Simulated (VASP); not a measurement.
The system is Sn3Bi.

```
CELL_PARAMETERS angstrom
0.00000 3.86711 3.86711
3.86711 0.00000 3.86711
3.86711 3.86711 0.00000
ATOMIC_POSITIONS crystal
Sn 0.00000 0.00000 0.00000
Sn 0.25000 0.25000 0.25000
Sn 0.75000 0.75000 0.75000
Bi 0.50000 0.50000 0.50000
```

| Property | Result |
| --- | --- |
| Program | VASP 6.6.1 |
| Task | relaxation of cell and atoms |
| Functional | LDA |
| Potentials or basis | VASP PAW LDA potentials, release 64 (Sn_d, Bi_d) |
| Cutoff | 600 eV |
| k mesh | 10 × 10 × 10 |
| Occupations | gaussian, width 0.1 eV |
| Spin | no spin polarisation |

At the start: pressure -4.0 GPa; volume 28.92 Å³/atom.

Problem. Where does the relaxation end?

Solution. Over 3 steps the energy falls by 28.7 meV/atom and the volume is 26.74 Å³/atom (-7.5 %); space group Fm-3m (No. 225, to 0.05 Å).

The path:
```tsv
step	energy change (eV)	largest force (eV/Å)	pressure (GPa)	volume (Å³)
1	0.0000	0.0000	-3.95	115.66
2	-0.0998	0.0000	1.72	104.13
3	-0.1147	0.0000	0.01	106.97
```

Final structure:
```
Sn Bi
1.0
     0.00000    3.76774    3.76774
     3.76774    0.00000    3.76774
     3.76774    3.76774    0.00000
Sn Bi
3 1
Cartesian
  0.0000 0.0000 0.0000
  1.8839 1.8839 1.8839
  5.6516 5.6516 5.6516
  3.7677 3.7677 3.7677
```
